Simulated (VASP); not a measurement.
# HfN (F-43m) in VASP: further runs

HfN is run at these levels: r2SCAN; tasks: single point.

Program: VASP 6.6.1. These are calculated values, not measurements. Logs are shortened: lines on timing, memory, paths and dates and some standing lists are left out, and cuts for length are marked.

### Step 1. The cell of the first run

The structure is cubic, space group F-43m (No. 216). The conventional cell has a = 4.892 Å, b = 4.892 Å, c = 4.892 Å, α = 90.00°, β = 90.00°, γ = 90.00°. Within 2.8 Å of Hf (site symmetry -43m) lie 4 N at 2.12 Å. Within 2.8 Å of N (site symmetry -43m) lie 4 Hf at 2.12 Å.

### Step 2. Single point, r2SCAN

POSCAR reads:

```
HfN
1.0
    0.0000000000      2.4458088209      2.4458088209
    2.4458088209      0.0000000000      2.4458088209
    2.4458088209      2.4458088209      0.0000000000
Hf N
1 1
Direct
    0.0000000000      0.0000000000      0.0000000000
    0.7500000000      0.7500000000      0.7500000000
```

INCAR.step1 reads:

```
SYSTEM = HfN
ALGO     = Normal         ! electronic algorithm
EDIFF    = 1E-4           ! SCF threshold, eV
ENCUT    = 520            ! plane-wave cutoff, eV
GGA      = PE             ! functional
ISMEAR   = 0              ! smearing method
LASPH    = .True.         ! aspherical terms in the spheres
LCHARG   = .False.        ! write CHGCAR
LREAL    = .False.        ! projectors in reciprocal space
LWAVE    = .True.         ! write WAVECAR
NBANDS   = 14             ! bands
NELM     = 80             ! most SCF steps
PREC     = Accurate       ! precision mode
SIGMA    = 0.1            ! smearing width, eV
```

INCAR.step2 reads:

```
SYSTEM = HfN
ALGO     = Normal         ! electronic algorithm
EDIFF    = 1E-6           ! SCF threshold, eV
ENCUT    = 520            ! plane-wave cutoff, eV
ISIF     = 2              ! what is computed and relaxed
ISMEAR   = 0              ! smearing method
ISTART   = 1            
LASPH    = .True.         ! aspherical terms in the spheres
LCHARG   = .False.        ! write CHGCAR
LMIXTAU  = .True.       
LREAL    = .False.        ! projectors in reciprocal space
LWAVE    = .False.        ! write WAVECAR
METAGGA  = R2SCAN         ! meta-GGA
NBANDS   = 14             ! bands
NELM     = 80             ! most SCF steps
PREC     = Accurate       ! precision mode
SIGMA    = 0.1            ! smearing width, eV
```

KPOINTS reads:

```
k-points
0
Gamma
  14 14 14
  0 0 0
```

Potentials or basis: VASP PAW PBE potentials, release 64 (Hf_pv, N).

Command:

```
> cat potpaw_PBE.64/Hf_pv/POTCAR potpaw_PBE.64/N/POTCAR > POTCAR
> cp INCAR.step1 INCAR
> mpirun -np 1 vasp_std > vasp.out
> cp INCAR.step2 INCAR
> mpirun -np 1 vasp_std > vasp.out
```

OUTCAR:

```text
SYSTEM = HfN
   EDIFF = 1E-6
   ENCUT = 520
   ISIF = 2
   ISMEAR = 0
   ISTART = 1
   LASPH = .True.
   LREAL = .False.
   METAGGA = R2SCAN
   NELM = 80
   PREC = Accurate

 ion  position               nearest neighbor table
   1  0.000  0.000  0.000-   2 2.12   2 2.12   2 2.12   2 2.12
   2  0.750  0.750  0.750-   1 2.12   1 2.12   1 2.12   1 2.12

  LATTYP: Found a face centered cubic cell.
 ALAT       =     4.8916176418

  Lattice vectors:

 A1 = (   0.0000000000,   2.4458088209,   2.4458088209)
 A2 = (   2.4458088209,   0.0000000000,   2.4458088209)
 A3 = (   2.4458088209,   2.4458088209,   0.0000000000)

Analysis of symmetry for initial positions (statically):
=====================================================================
 Subroutine PRICEL returns:
 Original cell was already a primitive cell.

 Routine SETGRP: Setting up the symmetry group for a
 face centered cubic supercell.

 Subroutine GETGRP returns: Found 24 space group operations
 (whereof 24 operations were pure point group operations)
 out of a pool of 48 trial point group operations.

The static configuration has the point symmetry T_d .

Analysis of symmetry for dynamics (positions and initial velocities):
=====================================================================
 Subroutine PRICEL returns:
 Original cell was already a primitive cell.

 Routine SETGRP: Setting up the symmetry group for a
 face centered cubic supercell.

 Subroutine GETGRP returns: Found 24 space group operations
 (whereof 24 operations were pure point group operations)
 out of a pool of 48 trial point group operations.

The dynamic configuration has the point symmetry T_d .

 Subroutine INISYM returns: Found 24 space group operations
 (whereof 24 operations are pure point group operations),
 and found     1 'primitive' translations

----------------------------------------------------------------------------------------

                                     Primitive cell

  volume of cell :      29.2616

  direct lattice vectors                    reciprocal lattice vectors
     0.000000000  2.445808821  2.445808821    -0.204431350  0.204431350  0.204431350
     2.445808821  0.000000000  2.445808821     0.204431350 -0.204431350  0.204431350
     2.445808821  2.445808821  0.000000000     0.204431350  0.204431350 -0.204431350

  length of vectors
     3.458896005  3.458896005  3.458896005     0.354085485  0.354085485  0.354085485

  position of ions in fractional coordinates (direct lattice)
     0.000000000  0.000000000  0.000000000
     0.750000000  0.750000000  0.750000000

  ion indices of the primitive-cell ions
   primitive index   ion index
                 1           1
                 2           2

----------------------------------------------------------------------------------------

 KPOINTS: k-points

Automatic generation of k-mesh.
 Grid dimensions read from file:
 generate k-points for:   14   14   14

 Generating k-lattice:

  Cartesian coordinates                     Fractional coordinates (reciprocal lattice)
    -0.014602239  0.014602239  0.014602239     0.071428571  0.000000000  0.000000000
     0.014602239 -0.014602239  0.014602239     0.000000000  0.071428571  0.000000000
     0.014602239  0.014602239 -0.014602239     0.000000000  0.000000000  0.071428571

  Length of vectors
     0.025291820  0.025291820  0.025291820

  Shift w.r.t. Gamma in fractional coordinates (k-lattice)
     0.000000000  0.000000000  0.000000000

 Subroutine IBZKPT returns following result:
 ===========================================

 Found    104 irreducible k-points:

 Following reciprocal coordinates:
            Coordinates               Weight
  0.000000  0.000000  0.000000      1.000000
  0.071429  0.000000  0.000000      8.000000
  0.142857  0.000000  0.000000      8.000000
  0.214286  0.000000  0.000000      8.000000
  0.285714  0.000000  0.000000      8.000000
  0.357143  0.000000  0.000000      8.000000
[... 16 lines left out ...]
  0.214286  0.142857  0.000000     24.000000
  0.285714  0.142857  0.000000     24.000000
 [... further k-points ...]
   k-points           NKPTS =    104   k-points in BZ     NKDIM =    104   number of bands    NBANDS=     14
   number of dos      NEDOS =    301   number of ions     NIONS =      2
   total plane-waves  NPLWV =  21952
   dimension x,y,z NGX =    28 NGY =   28 NGZ =   28
   dimension x,y,z NGXF=    56 NGYF=   56 NGZF=   56
   ions per type =               1   1
   NGX,Y,Z   is equivalent  to a cutoff of  13.46, 13.46, 13.46 a.u.
   NGXF,Y,Z  is equivalent  to a cutoff of  26.92, 26.92, 26.92 a.u.
 SYSTEM =  HfN
   PREC   = accura    normal or accurate (medium, high low for compatibility)
   ISTART =      1    job   : 0-new  1-cont  2-samecut
   ICHARG =      0    charge: 1-file 2-atom 10-const
   ISPIN  =      1    spin polarized calculation?
   LNONCOLLINEAR =      F non collinear calculations
   LSORBIT =      F    spin-orbit coupling
   LASPH  =      T    aspherical Exc in radial PAW
   ENCUT  =  520.0 eV  38.22 Ry    6.18 a.u.   6.43  6.43  6.43*2*pi/ulx,y,z
   NELM   =     80;   NELMIN=  2; NELMDL=  0     # of ELM steps
   EDIFF  = 0.1E-05   stopping-criterion for ELM
   LREAL  =      F    real-space projection
   EDIFFG = 0.1E-04   stopping-criterion for IOM
   NSW    =      0    number of steps for IOM
   IBRION =     -1    ionic relax: 0-MD 1-quasi-New 2-CG
   NFREE  =      0    steps in history (QN), initial steepest desc. (CG)
   ISIF   =      2    stress and relaxation
   ISYM   =      2    0-nonsym 1-usesym 2-fastsym
   POTIM  = 0.5000    time-step for ionic-motion
   TEBEG  =    0.0;   TEEND  =   0.0 temperature during run
   PSTRESS=    0.0 pullay stress
   NELECT =      15.0000    total number of electrons
   NUPDOWN=      -1.0000    fix difference up-down
   EMIN   =  10.00;   EMAX   =-10.00  energy-range for DOS
   EFERMI =   0.00;   METHOD = LEGACY
   ISMEAR =     0;   SIGMA  =   0.10  broadening in eV -4-tet -1-fermi 0-gaus
   EFERMI_NEDOS =   21; number of points for ismear=-14 and -15
   IALGO  =     38    algorithm
   IMIX   =      4    mixing-type and parameters
     AMIX     =   0.40;   BMIX     =  1.00
     AMIX_MAG =   1.60;   BMIX_MAG =  1.00
  volume/ion in A,a.u.               =      14.63        98.73
  Fermi-wavevector in a.u.,A,eV,Ry     =   1.310205  2.475929 23.356283  1.716638
  Thomas-Fermi vector in A             =   2.440752
   LORBIT       =      0    0 simple, 1 ext, 2 COOP (PROOUT), +10 PAW based schemes
   METAGGA = R2SCAN    functional components
   LHFCALC =     F    Hartree Fock is set to
   AEXX    =    0.0000 exact exchange contribution
   IVDW    =     0    specifies the selected vdW correction
   LEPSILON=     F    determine dielectric tensor
   LRPA    =     F    only Hartree local field effects (RPA)
 non-spin polarized calculation
 Gauss-broadening in eV      SIGMA  =   0.10
  energy-cutoff  :      520.00
  volume of cell :       29.26
 maximum number of plane-waves:       802
 NGX is ok and might be reduce to    28
   NGX = 13   NGY = 13   NGZ = 13

 number of electron      15.0000002 magnetization

 Free energy of the ion-electron system (eV)
  ---------------------------------------------------
  ext. energy  EPLUGINS =         0.00000000
  ---------------------------------------------------
  free energy    TOTEN  =       -57.71685407 eV

  energy without entropy =      -57.71368534  energy(sigma->0) =      -57.71526971

 E-fermi :   5.9002     XC(G=0): -12.0046

 val. band max:        5.8820812770   @ k =  -0.2857   0.2857   0.0714
 cond. band min:       5.9352224981   @ k =  -0.0714   0.0714   0.0000
 fundamental gap:      0.0531412210
 Fermi energy:         5.9002471485

 k-point     1 :       0.0000    0.0000    0.0000
  band No.  band energies     occupation
      1     -26.4436      2.00000
      2     -26.4436      2.00000
      3     -26.4436      2.00000
      4     -11.4328      2.00000
      5      -0.0002      2.00000
      6      -0.0002      2.00000
      7      -0.0002      2.00000
      8       5.2090      2.00000
      9       8.3556      0.00000
     10       8.3556      0.00000
     11      12.8498      0.00000
     12      12.8498      0.00000
     13      12.8498      0.00000
     14      17.1205      0.00000

 k-point     2 :       0.0714    0.0000    0.0000
  band No.  band energies     occupation
      1     -26.4704      2.00000
      2     -26.4470      2.00000
      3     -26.4470      2.00000
      4     -11.3713      2.00000
      5      -0.1180      2.00000
      6       0.0390      2.00000
      7       0.0390      2.00000
      8       5.5008      2.00000
      9       8.2616      0.00000
     10       8.2616      0.00000
     11      12.6981      0.00000
     12      12.9815      0.00000
     13      12.9815      0.00000
     14      17.1204      0.00000

 k-point     3 :       0.1429    0.0000    0.0000
  band No.  band energies     occupation
      1     -26.5446      2.00000
      2     -26.4564      2.00000
      3     -26.4564      2.00000
      4     -11.2020      2.00000
      5      -0.3643      2.00000
      6       0.1461      2.00000
      7       0.1461      2.00000
      8       6.2336      0.00000
      9       8.0681      0.00000
     10       8.0681      0.00000
     11      12.3391      0.00000
     12      13.2340      0.00000
     13      13.2340      0.00000
     14      17.1199      0.00000

 k-point     4 :       0.2143    0.0000    0.0000
  band No.  band energies     occupation
      1     -26.6496      2.00000
      2     -26.4701      2.00000
      3     -26.4701      2.00000
      4     -10.9673      2.00000
      5      -0.5611      2.00000
      6       0.2910      2.00000
      7       0.2911      2.00000
      8       7.0930      0.00000
      9       7.9385      0.00000
     10       7.9385      0.00000
     11      11.9589      0.00000
     12      13.3135      0.00000
     13      13.3135      0.00000
     14      15.7655      0.00000

 k-point     5 :       0.2857    0.0000    0.0000
  band No.  band energies     occupation
      1     -26.7631      2.00000
      2     -26.4851      2.00000
      3     -26.4851      2.00000
      4     -10.7228      2.00000
      5      -0.6053      2.00000
      6       0.4351      2.00000
      7       0.4351      2.00000
      8       7.6996      0.00000
      9       7.9905      0.00000
     10       7.9905      0.00000
     11      11.6335      0.00000
[... 276 lines left out ...]
 k-point    22 :       0.1429    0.1429    0.0000
  band No.  band energies     occupation
      1     -26.5475      2.00000
      2     -26.4759      2.00000
      3     -26.4759      2.00000
      4     -11.1244      2.00000
      5      -0.6012      2.00000
      6       0.2813      2.00000
      7       0.2814      2.00000
      8       6.4831      0.00000
      9       7.3349      0.00000
     10       8.6514      0.00000
     11      12.9246      0.00000
     12      12.9246      0.00000
     13      13.0127      0.00000
     14      17.1202      0.00000

 k-point    23 :       0.2143    0.1429    0.0000
  band No.  band energies     occupation
      1     -26.6165      2.00000
      2     -26.4922      2.00000
      3     -26.4895      2.00000
      4     -10.9468      2.00000
      5      -0.7892      2.00000
      6       0.4173      2.00000
      7       0.4379      2.00000
      8       6.6235      0.00000
      9       7.5085      0.00000
     10       8.7431      0.00000
     11      12.4827      0.00000
     12      12.9018      0.00000
     13      13.3051      0.00000
     14      17.1189      0.00000

 k-point    24 :       0.2857    0.1429    0.0000
  band No.  band energies     occupation
      1     -26.7094      2.00000
      2     -26.5087      2.00000
      3     -26.5063      2.00000
      4     -10.7272      2.00000
      5      -0.8599      2.00000
      6       0.5328      2.00000
      7       0.6056      2.00000
      8       6.5157      0.00000
      9       8.1023      0.00000
     10       8.8213      0.00000
     11      11.9992      0.00000
     12      12.6837      0.00000
     13      13.4300      0.00000
     14      16.0090      0.00000

 [... further k-points ...]
[... 5 lines left out ...]
  --------------------------------------------------------------------------------------
  -------------------------------------------------------------------------------------
  Total       -0.2500792     -0.2500792     -0.2500792      0.0000000      0.0000000     -0.0000000
  in kB      -13.6927472    -13.6927472    -13.6927472      0.0000000      0.0000000     -0.0000000
  external PRESSURE =     -13.6927472 kB  Pullay stress =       0.0000000 kB

 VOLUME and BASIS-vectors are now :
 -----------------------------------------------------------------------------
  energy-cutoff  :      520.00
  volume of cell :       29.26
      direct lattice vectors                 reciprocal lattice vectors
     0.000000000  2.445808821  2.445808821    -0.204431350  0.204431350  0.204431350
     2.445808821  0.000000000  2.445808821     0.204431350 -0.204431350  0.204431350
     2.445808821  2.445808821  0.000000000     0.204431350  0.204431350 -0.204431350

 POSITION                                       TOTAL-FORCE (eV/Angst)
 -----------------------------------------------------------------------------------
      0.00000      0.00000      0.00000         0.000000      0.000000      0.000000
      3.66871      3.66871      3.66871        -0.000000     -0.000000     -0.000000
 -----------------------------------------------------------------------------------
    total drift:                               -0.000000     -0.000000     -0.000001

  FREE ENERGIE OF THE ION-ELECTRON SYSTEM (eV)
  ---------------------------------------------------
  free  energy   TOTEN  =       -57.7168540731 eV

  energy  without entropy=      -57.7136853385  energy(sigma->0) =      -57.71526971
```

It took 2.5 min on 1 thread of Intel Xeon Platinum 8259CL at 2.50GHz (Skylake/Cascade Lake), shared host; peak memory 0.19 GiB.

What came out:

```yaml
Free_energy: -57.7169 eV
Pressure: -1.4 GPa
```

Caveat: the PAW data sets were made with another functional, which shifts forces and pressure a little; spin-orbit coupling is left out, which moves the levels of the heavy elements.

[end of part 1 of 2]
